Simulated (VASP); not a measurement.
## Al16O: single point with PBE+D3(BJ)

The system is Al16O, a slab with vacuum.

```xyz
17
Lattice="5.7276 0.0000 0.0000 0.0000 5.7276 0.0000 0.0000 0.0000 17.0750" Properties=species:S:1:pos:R:3 pbc="T T T"
Al    1.4319    1.4319    1.0000
Al    4.2957    1.4319    1.0000
Al    1.4319    4.2957    1.0000
Al    4.2957    4.2957    1.0000
Al   -0.0359   -0.0038    2.9735
Al    2.8463    0.0135    2.9936
Al   -0.0190    2.8662    2.9701
Al    2.8633    2.8955    2.9834
Al    1.3957    1.4339    4.9331
Al    4.2879    1.4565    5.0918
Al    1.3031    4.3067    5.0297
Al    4.2489    4.3038    4.9630
Al    0.1494    0.2935    7.0903
Al    2.9581   -0.0970    6.9602
Al   -0.2229    3.2281    7.1756
Al    2.6251    2.7365    6.9291
O    -0.5219    4.7416    8.1056
```

```
Program                : VASP 6.6.1
Task                   : single point
Functional             : PBE
Dispersion             : D3(BJ)
Potentials or basis    : VASP PAW PBE potentials, release 64 (Al, O)
Cutoff                 : 520 eV
k mesh                 : 3 × 3 × 1
Occupations            : fermi-dirac, width 0.15 eV
Spin                   : no spin polarisation
Dipole correction      : no
Further INCAR settings : ALGO = Normal; EDIFF = 1e-06; NBANDS = 41; NELMDL = -8
```

```yaml
Largest_force: 0.236 eV/Å
Band_gap_on_the_k_mesh: 0.16 eV (least direct gap 0.20 eV)
Dispersion_energy_per_atom: -0.233 eV
```

Forces in eV/Å, atoms in the order of the input:
```
Al  -0.020  0.000 -0.023
Al  -0.028  0.033 -0.031
Al   0.072  0.027  0.046
Al  -0.080  0.000  0.013
Al  -0.016 -0.008 -0.003
Al   0.011 -0.001 -0.001
Al  -0.002 -0.014 -0.007
Al   0.007  0.002 -0.001
Al  -0.014 -0.022 -0.029
Al   0.031 -0.064 -0.006
Al  -0.003 -0.027 -0.007
Al  -0.015 -0.024 -0.026
Al   0.052  0.223  0.057
Al   0.011 -0.045  0.002
Al  -0.036 -0.026  0.077
Al  -0.016  0.013 -0.006
O    0.047 -0.066 -0.055
```

Levels at points of the mesh, in eV from the valence-band top:
```
           k point  band 23  band 24  band 25  band 26  band 27  band 28  band 29  band 30  band 31  band 32
(0.00, 0.00, 0.00)    -1.56    -1.16    -1.08    -0.95    -0.75     0.16     0.18     0.38     0.51     0.70
```

Wall time 11 min on 1 thread of Intel Xeon 8259CL (shared host), peak memory 0.63 GiB.
